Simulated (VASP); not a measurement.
# C (P6_3/mmc) in VASP: a series of runs

Aim: see how the results for C move with the level of theory and the settings. Levels: PBEsol, PBE. Tasks: single point, relaxation of cell and atoms.

Everything below comes from runs of VASP 6.6.1. Logs are shortened: lines on timing, memory, paths and dates and some standing lists are left out, and cuts for length are marked.

## (1) The cell of the first run

The structure is hexagonal, space group P6_3/mmc (No. 194). The conventional cell has a = 2.499 Å, b = 2.499 Å, c = 4.161 Å, α = 90.00°, β = 90.00°, γ = 120.00°. Within 2.0 Å of C (site symmetry 3m) lie 4 C at 1.53 to 1.56 Å.

## (2) Single point, PBEsol

INCAR

```
PREC = Accurate
ENCUT = 520
EDIFF = 1E-6
ISMEAR = 0
SIGMA = 0.02
LREAL = False
LASPH = True
NELM = 100
ALGO = Normal
ISIF = 2
LWAVE = False
LCHARG = True
GGA = PS
LELF = True
LVHAR = True
NBANDS = 16
```

KPOINTS

```
regular mesh
0
Gamma
  12 12 6
```

POSCAR

```
C
1.0
    2.4988149884      0.0000000000      0.0000000000
   -1.2494074942      2.1640372593      0.0000000000
    0.0000000000      0.0000000000      4.1608358553
C
4
Direct
    0.0000000000      0.0000000000      0.0003016509
    0.0000000000      0.0000000000      0.3746983491
    0.3333333333      0.6666666667      0.5003016509
    0.3333333333      0.6666666667      0.8746983491
```

Potentials or basis: VASP PAW PBE potentials, release 64 (C).

The run is started by

```
cat potpaw_PBE.64/C/POTCAR > POTCAR
mpirun -np 1 vasp_std > vasp.out
```

OUTCAR:

```text
PREC = Accurate
   ENCUT = 520
   EDIFF = 1E-6
   ISMEAR = 0
   LREAL = False
   LASPH = True
   NELM = 100
   ISIF = 2
   GGA = PS

 ion  position               nearest neighbor table
   1  0.000  0.000  0.000-   4 1.53   4 1.53   4 1.53   2 1.56
   2  0.000  0.000  0.375-   3 1.53   3 1.53   3 1.53   1 1.56
   3  0.333  0.667  0.500-   2 1.53   2 1.53   2 1.53   4 1.56
   4  0.333  0.667  0.875-   1 1.53   1 1.53   1 1.53   3 1.56

  LATTYP: Found a hexagonal cell.
 ALAT       =     2.4988149884
 C/A-ratio  =     1.6651236184

  Lattice vectors:

 A1 = (   2.4988149884,   0.0000000000,   0.0000000000)
 A2 = (  -1.2494074942,   2.1640372593,   0.0000000000)
 A3 = (   0.0000000000,   0.0000000000,   4.1608358553)

Analysis of symmetry for initial positions (statically):
=====================================================================
 Subroutine PRICEL returns:
 Original cell was already a primitive cell.

 Routine SETGRP: Setting up the symmetry group for a
 hexagonal supercell.

 Subroutine GETGRP returns: Found 24 space group operations
 (whereof  6 operations were pure point group operations)
 out of a pool of 24 trial point group operations.

The static configuration has the point symmetry C_3v.
 The point group associated with its full space group is D_6h.

Analysis of symmetry for dynamics (positions and initial velocities):
=====================================================================
 Subroutine PRICEL returns:
 Original cell was already a primitive cell.

 Routine SETGRP: Setting up the symmetry group for a
 hexagonal supercell.

 Subroutine GETGRP returns: Found 24 space group operations
 (whereof  6 operations were pure point group operations)
 out of a pool of 24 trial point group operations.

The dynamic configuration has the point symmetry C_3v.
 The point group associated with its full space group is D_6h.

 Subroutine INISYM returns: Found 24 space group operations
 (whereof  6 operations are pure point group operations),
 and found     1 'primitive' translations

----------------------------------------------------------------------------------------

                                     Primitive cell

  volume of cell :      22.4998

  direct lattice vectors                    reciprocal lattice vectors
     2.498814988  0.000000000  0.000000000     0.400189692  0.231049626  0.000000000
    -1.249407494  2.164037259  0.000000000     0.000000000  0.462099253  0.000000000
     0.000000000  0.000000000  4.160835855     0.000000000  0.000000000  0.240336325

  length of vectors
     2.498814988  2.498814988  4.160835855     0.462099253  0.462099253  0.240336325

  position of ions in fractional coordinates (direct lattice)
     0.000000000  0.000000000  0.000301651
     0.000000000  0.000000000  0.374698349
     0.333333333  0.666666667  0.500301651
     0.333333333  0.666666667  0.874698349

  ion indices of the primitive-cell ions
   primitive index   ion index
                 1           1
                 2           2
                 3           3
                 4           4

----------------------------------------------------------------------------------------

 KPOINTS: regular mesh

Automatic generation of k-mesh.
 Grid dimensions read from file:
 generate k-points for:   12   12    6

 Generating k-lattice:

  Cartesian coordinates                     Fractional coordinates (reciprocal lattice)
     0.033349141  0.019254136  0.000000000     0.083333333 -0.000000000  0.000000000
     0.000000000  0.038508271  0.000000000     0.000000000  0.083333333  0.000000000
     0.000000000  0.000000000  0.040056054     0.000000000  0.000000000  0.166666667

  Length of vectors
     0.038508271  0.038508271  0.040056054

  Shift w.r.t. Gamma in fractional coordinates (k-lattice)
     0.000000000  0.000000000  0.000000000

 Subroutine IBZKPT returns following result:
 ===========================================

 Found     76 irreducible k-points:

 Following reciprocal coordinates:
            Coordinates               Weight
  0.000000  0.000000  0.000000      1.000000
  0.083333  0.000000  0.000000      6.000000
  0.166667  0.000000  0.000000      6.000000
  0.250000  0.000000  0.000000      6.000000
  0.333333  0.000000  0.000000      6.000000
  0.416667  0.000000  0.000000      6.000000
[... 16 lines left out ...]
  0.250000  0.000000  0.166667     12.000000
  0.333333  0.000000  0.166667     12.000000
 [... further k-points ...]
   k-points           NKPTS =     76   k-points in BZ     NKDIM =     76   number of bands    NBANDS=     16
   number of dos      NEDOS =    301   number of ions     NIONS =      4
   total plane-waves  NPLWV =  12800
   dimension x,y,z NGX =    20 NGY =   20 NGZ =   32
   dimension x,y,z NGXF=    40 NGYF=   40 NGZF=   64
   ions per type =               4
   NGX,Y,Z   is equivalent  to a cutoff of  13.31, 13.31, 12.79 a.u.
   NGXF,Y,Z  is equivalent  to a cutoff of  26.61, 26.61, 25.57 a.u.
 SYSTEM =  unknown system
   PREC   = accura    normal or accurate (medium, high low for compatibility)
   ISTART =      0    job   : 0-new  1-cont  2-samecut
   ICHARG =      2    charge: 1-file 2-atom 10-const
   ISPIN  =      1    spin polarized calculation?
   LNONCOLLINEAR =      F non collinear calculations
   LSORBIT =      F    spin-orbit coupling
   LASPH  =      T    aspherical Exc in radial PAW
   ENCUT  =  520.0 eV  38.22 Ry    6.18 a.u.   4.65  4.65  7.74*2*pi/ulx,y,z
   NELM   =    100;   NELMIN=  2; NELMDL= -5     # of ELM steps
   EDIFF  = 0.1E-05   stopping-criterion for ELM
   LREAL  =      F    real-space projection
   EDIFFG = 0.1E-04   stopping-criterion for IOM
   NSW    =      0    number of steps for IOM
   IBRION =     -1    ionic relax: 0-MD 1-quasi-New 2-CG
   NFREE  =      0    steps in history (QN), initial steepest desc. (CG)
   ISIF   =      2    stress and relaxation
   ISYM   =      2    0-nonsym 1-usesym 2-fastsym
   POTIM  = 0.5000    time-step for ionic-motion
   TEBEG  =    0.0;   TEEND  =   0.0 temperature during run
   PSTRESS=    0.0 pullay stress
   NELECT =      16.0000    total number of electrons
   NUPDOWN=      -1.0000    fix difference up-down
   EMIN   =  10.00;   EMAX   =-10.00  energy-range for DOS
   EFERMI =   0.00;   METHOD = LEGACY
   ISMEAR =     0;   SIGMA  =   0.02  broadening in eV -4-tet -1-fermi 0-gaus
   EFERMI_NEDOS =   21; number of points for ismear=-14 and -15
   IALGO  =     38    algorithm
   IMIX   =      4    mixing-type and parameters
     AMIX     =   0.40;   BMIX     =  1.00
     AMIX_MAG =   1.60;   BMIX_MAG =  1.00
  volume/ion in A,a.u.               =       5.62        37.96
  Fermi-wavevector in a.u.,A,eV,Ry     =   1.461240  2.761344 29.051481  2.135224
  Thomas-Fermi vector in A             =   2.577595
   LORBIT       =      0    0 simple, 1 ext, 2 COOP (PROOUT), +10 PAW based schemes
   GGA     = PS    functional components
   LHFCALC =     F    Hartree Fock is set to
   AEXX    =    0.0000 exact exchange contribution
   IVDW    =     0    specifies the selected vdW correction
   LEPSILON=     F    determine dielectric tensor
   LRPA    =     F    only Hartree local field effects (RPA)
 non-spin polarized calculation
 Gauss-broadening in eV      SIGMA  =   0.02
  energy-cutoff  :      520.00
  volume of cell :       22.50
 maximum number of plane-waves:       622
 NGX is ok and might be reduce to    20
   NGX =  9   NGY =  9   NGZ = 15

 number of electron      15.9999997 magnetization

 Free energy of the ion-electron system (eV)
  ---------------------------------------------------
  ext. energy  EPLUGINS =         0.00000000
  ---------------------------------------------------
  free energy    TOTEN  =       -38.40423842 eV

  energy without entropy =      -38.40423842  energy(sigma->0) =      -38.40423842

 E-fermi :  10.3511     XC(G=0): -13.4677

 val. band max:       10.1300764549   @ k =   0.0000   0.0000   0.0000
 cond. band min:      13.1722722150   @ k =   0.3333   0.3333   0.0000
 fundamental gap:      3.0421957601
 Fermi energy:        10.3511269500

 k-point     1 :       0.0000    0.0000    0.0000
  band No.  band energies     occupation
      1     -11.8260      2.00000
      2      -6.1559      2.00000
      3      -3.7602      2.00000
      4       7.0062      2.00000
      5       7.0062      2.00000
      6       9.6233      2.00000
[... 8 lines left out ...]
     15      24.4966      0.00000
     16      27.5877      0.00000

 k-point     2 :       0.0833    0.0000    0.0000
  band No.  band energies     occupation
      1     -11.6518      2.00000
      2      -5.9996      2.00000
      3      -3.5962      2.00000
      4       6.1398      2.00000
      5       6.6441      2.00000
      6       9.3649      2.00000
[... 8 lines left out ...]
     15      24.6937      0.00000
     16      27.1763      0.00000

 k-point     3 :       0.1667    0.0000    0.0000
  band No.  band energies     occupation
      1     -11.1312      2.00000
      2      -5.5319      2.00000
      3      -3.1149      2.00000
      4       4.1092      2.00000
      5       5.8207      2.00000
      6       7.6739      2.00000
[... 8 lines left out ...]
     15      25.1080      0.00000
     16      25.2923      0.00000

 k-point     4 :       0.2500    0.0000    0.0000
  band No.  band energies     occupation
      1     -10.2710      2.00000
      2      -4.7580      2.00000
      3      -2.3670      2.00000
      4       1.7035      2.00000
      5       4.9312      2.00000
      6       5.5745      2.00000
[... 8 lines left out ...]
     15      24.7533      0.00000
     16      25.7208      0.00000

 k-point     5 :       0.3333    0.0000    0.0000
  band No.  band energies     occupation
      1      -9.0877      2.00000
      2      -3.6897      2.00000
      3      -1.7823      2.00000
      4      -0.3081      2.00000
      5       3.4185      2.00000
      6       4.2012      2.00000
[... 8 lines left out ...]
     15      25.1184      0.00000
     16      26.4106      0.00000

 k-point     6 :       0.4167    0.0000    0.0000
  band No.  band energies     occupation
      1      -7.6373      2.00000
      2      -3.3596      2.00000
      3      -2.3643      2.00000
      4       0.1361      2.00000
      5       1.3937      2.00000
      6       3.7341      2.00000
[... 8 lines left out ...]
     15      26.3369      0.00000
     16      28.0095      0.00000

 k-point     7 :       0.5000    0.0000    0.0000
  band No.  band energies     occupation
      1      -6.4871      2.00000
      2      -4.7413      2.00000
      3      -1.2356      2.00000
      4       0.0248      2.00000
      5       0.7304      2.00000
      6       3.5742      2.00000
[... 8 lines left out ...]
     15      26.7770      0.00000
     16      28.4669      0.00000

 k-point     8 :       0.0833    0.0833    0.0000
  band No.  band energies     occupation
      1     -11.3044      2.00000
      2      -5.6876      2.00000
      3      -3.2734      2.00000
      4       4.8512      2.00000
      5       5.8702      2.00000
      6       8.2829      2.00000
[... 8 lines left out ...]
     15      25.1079      0.00000
     16      26.2064      0.00000

 k-point     9 :       0.1667    0.0833    0.0000
  band No.  band energies     occupation
      1     -10.6138      2.00000
      2      -5.0668      2.00000
      3      -2.6539      2.00000
      4       2.8306      2.00000
      5       4.7698      2.00000
      6       6.5414      2.00000
[... 8 lines left out ...]
     15      24.8575      0.00000
     16      25.8657      0.00000
[... 172 lines left out ...]
 k-point    19 :       0.3333    0.3333    0.0000
  band No.  band energies     occupation
      1      -4.5846      2.00000
      2      -4.5846      2.00000
      3      -1.2059      2.00000
      4       0.4078      2.00000
      5       0.4078      2.00000
      6       2.7927      2.00000
[... 8 lines left out ...]
     15      25.8362      0.00000
     16      25.8362      0.00000

 k-point    20 :       0.0000    0.0000    0.1667
  band No.  band energies     occupation
      1     -11.6368      2.00000
      2      -7.3052      2.00000
      3      -2.2898      2.00000
      4       7.1548      2.00000
      5       7.1548      2.00000
      6       8.4011      2.00000
[... 8 lines left out ...]
     15      24.6081      0.00000
     16      27.5247      0.00000

 k-point    21 :       0.0833    0.0000    0.1667
  band No.  band energies     occupation
      1     -11.4629      2.00000
      2      -7.1416      2.00000
      3      -2.1373      2.00000
      4       6.2918      2.00000
      5       6.7955      2.00000
      6       8.2630      2.00000
[... 8 lines left out ...]
     15      24.7436      0.00000
     16      27.1392      0.00000

 k-point    22 :       0.1667    0.0000    0.1667
  band No.  band energies     occupation
      1     -10.9431      2.00000
      2      -6.6532      2.00000
      3      -1.6923      2.00000
      4       4.2720      2.00000
      5       5.9772      2.00000
      6       7.1332      2.00000
[... 8 lines left out ...]
     15      25.1185      0.00000
     16      25.4373      0.00000

 k-point    23 :       0.2500    0.0000    0.1667
  band No.  band energies     occupation
      1     -10.0843      2.00000
      2      -5.8487      2.00000
      3      -1.0242      2.00000
      4       1.9016      2.00000
      5       5.0015      2.00000
      6       5.0916      2.00000
[... 8 lines left out ...]
     15      24.0165      0.00000
     16      25.7732      0.00000

 k-point    24 :       0.3333    0.0000    0.1667
  band No.  band energies     occupation
      1      -8.9035      2.00000
      2      -4.7512      2.00000
      3      -1.0871      2.00000
      4       0.4681      2.00000
      5       2.8014      2.00000
      6       4.3640      2.00000
[... 8 lines left out ...]
     15      24.6681      0.00000
     16      27.1420      0.00000

 [... further k-points ...]
[... 5 lines left out ...]
  --------------------------------------------------------------------------------------
  -------------------------------------------------------------------------------------
  Total        0.1583236      0.1583236      0.1400833     -0.0000000     -0.0000000      0.0000000
  in kB       11.2739655     11.2739655      9.9751043     -0.0000000     -0.0000000      0.0000000
  external PRESSURE =      10.8410118 kB  Pullay stress =       0.0000000 kB

 VOLUME and BASIS-vectors are now :
 -----------------------------------------------------------------------------
  energy-cutoff  :      520.00
  volume of cell :       22.50
      direct lattice vectors                 reciprocal lattice vectors
     2.498814988  0.000000000  0.000000000     0.400189692  0.231049626  0.000000000
    -1.249407494  2.164037259  0.000000000     0.000000000  0.462099253  0.000000000
     0.000000000  0.000000000  4.160835855     0.000000000  0.000000000  0.240336325

 POSITION                                       TOTAL-FORCE (eV/Angst)
 -----------------------------------------------------------------------------------
      0.00000      0.00000      0.00126        -0.000000      0.000000      0.005188
      0.00000      0.00000      1.55906        -0.000000      0.000000     -0.005188
     -0.00000      1.44269      2.08167         0.000000     -0.000000      0.005188
     -0.00000      1.44269      3.63948         0.000000     -0.000000     -0.005188
 -----------------------------------------------------------------------------------
    total drift:                                0.000000     -0.000000     -0.000000

  FREE ENERGIE OF THE ION-ELECTRON SYSTEM (eV)
  ---------------------------------------------------
  free  energy   TOTEN  =       -38.4042384152 eV

  energy  without entropy=      -38.4042384152  energy(sigma->0) =      -38.40423842
```

It took 11 s on 1 thread of Intel Xeon 6975P-C (Granite Rapids), shared host; peak memory 0.13 GiB.

Results:

| Property | Result |
| --- | --- |
| Free energy | -38.4042 eV |
| Pressure | 1.1 GPa |
| Largest force | 0.005 eV/Å |
| Band gap on the k mesh | 3.04 eV, indirect (least direct gap 4.92 eV) |

Forces in eV/Å, atoms in the order of the input:
```
C    0.000  0.000  0.005
C    0.000  0.000 -0.005
C    0.000  0.000  0.005
C    0.000  0.000 -0.005
```

Stress tensor (GPa, compression positive):
```
1.13 0.00 0.00
0.00 1.13 0.00
0.00 0.00 1.00
```

Levels at points of the mesh, in eV from the valence-band top:
```
           k point  band 6  band 7  band 8  band 9  band 10  band 11
(0.00, 0.00, 0.00)   -0.51    0.00    0.00    4.92     4.92     5.30
(0.50, 0.00, 0.00)   -6.56   -6.09   -3.18    4.36     7.90     8.24
(0.00, 0.00, 0.50)   -1.88   -1.88   -1.88    7.22     7.22     7.22
(0.50, 0.00, 0.50)   -5.17   -4.89   -4.89    5.78     5.78     6.44
```

Caveat: the PAW data sets were made with another functional, which shifts forces and pressure a little.

## (3) Relaxation of cell and atoms, PBEsol

This run uses another cell than the first one, of 5.67 Å³/atom, 1.008 times its volume.

INCAR

```
SYSTEM = C
PREC     = Accurate       ! precision mode
ENCUT    = 600            ! plane-wave cutoff, eV
EDIFF    = 1E-7           ! SCF threshold, eV
ISMEAR   = 0              ! smearing method
SIGMA    = 0.02           ! smearing width, eV
LREAL    = .False.        ! projectors in reciprocal space
LASPH    = .True.         ! aspherical terms in the spheres
NELM     = 100            ! most SCF steps
ALGO     = Normal         ! electronic algorithm
ISIF     = 3              ! what is computed and relaxed
LWAVE    = .False.        ! write WAVECAR
LCHARG   = .False.        ! write CHGCAR
GGA      = PS             ! functional
IBRION   = 2              ! ionic algorithm
NSW      = 100            ! ionic steps
EDIFFG   = -0.005         ! ionic threshold
```

KPOINTS

```
Automatic mesh
0
Gamma
  12 12 6
  0 0 0
```

POSCAR

```
C
1.0
    2.5220660000      0.0000000000      0.0000000000
   -1.2610330000      2.1841730000      0.0000000000
    0.0000000000      0.0000000000      4.1185170000
C
4
Direct
    0.0000000000      0.0000000000      0.0000000000
    0.0000000000      0.0000000000      0.3750000000
    0.3333333300      0.6666666700      0.5000000000
    0.3333333300      0.6666666700      0.8750000000
```

Potentials or basis: VASP PAW PBE potentials, release 64 (C).

The run is started by

```
cat potpaw_PBE.64/C/POTCAR > POTCAR
mpirun -np 1 vasp_std > vasp.out
```

Wall time 37 s (1 thread of Intel Xeon 6975P-C (Granite Rapids), shared host); peak memory 0.13 GiB.

The run converged. Its results:

```yaml
Free_energy: -38.4140 eV
Relaxed_volume: 5.63 Å³/atom
Relaxed_cell: a = 2.500 Å, b = 2.500 Å, c = 4.162 Å, α = 90.00°, β = 90.00°, γ = 120.00°
Space_group_after_relaxing_to_0.05_Å: P6_3/mmc (No. 194)
Energy_gained_by_relaxing: 6.2 meV/atom
Ionic_steps: 5
Pressure_after_relaxing: -0.1 GPa
Band_gap_on_the_k_mesh: 3.05 eV, indirect (least direct gap 4.92 eV)
```

Step by step:
```
step  energy change (eV)  largest force (eV/Å)  pressure (GPa)  volume (Å³)
   1              0.0000                0.0365           -2.94        22.69
   2              0.0112                0.0053            3.99        22.33
   3             -0.0248                0.0326           -0.18        22.53
   4             -0.0247                0.0691            0.15        22.51
   5             -0.0248                0.0016           -0.07        22.52
```

Final structure:
```cif
data_structure
_symmetry_space_group_name_H-M 'P 1'
_symmetry_Int_Tables_number 1
_cell_length_a 2.4997
_cell_length_b 2.4997
_cell_length_c 4.1622
_cell_angle_alpha 90.000
_cell_angle_beta 90.000
_cell_angle_gamma 120.000
_cell_volume 22.52
loop_
_atom_site_label
_atom_site_type_symbol
_atom_site_fract_x
_atom_site_fract_y
_atom_site_fract_z
_atom_site_occupancy
C1 C 0.00000 0.00000 0.00031 1
C2 C 0.00000 0.00000 0.37469 1
C3 C 0.33333 0.66667 0.50031 1
C4 C 0.33333 0.66667 0.87469 1
```

Levels at points of the mesh, in eV from the valence-band top:
```csv
k point,band 6,band 7,band 8,band 9,band 10,band 11
"(0.00, 0.00, 0.00)",-0.51,0.00,0.00,4.92,4.92,5.30
"(0.50, 0.00, 0.00)",-6.55,-6.08,-3.18,4.36,7.90,8.24
"(0.00, 0.00, 0.50)",-1.87,-1.87,-1.87,7.22,7.22,7.22
"(0.50, 0.00, 0.50)",-5.17,-4.88,-4.88,5.78,5.78,6.43
```

Caveat: the PAW data sets were made with another functional, which shifts forces and pressure a little. A k mesh can miss the band edges.

(Part 1 of 2 ends here.)
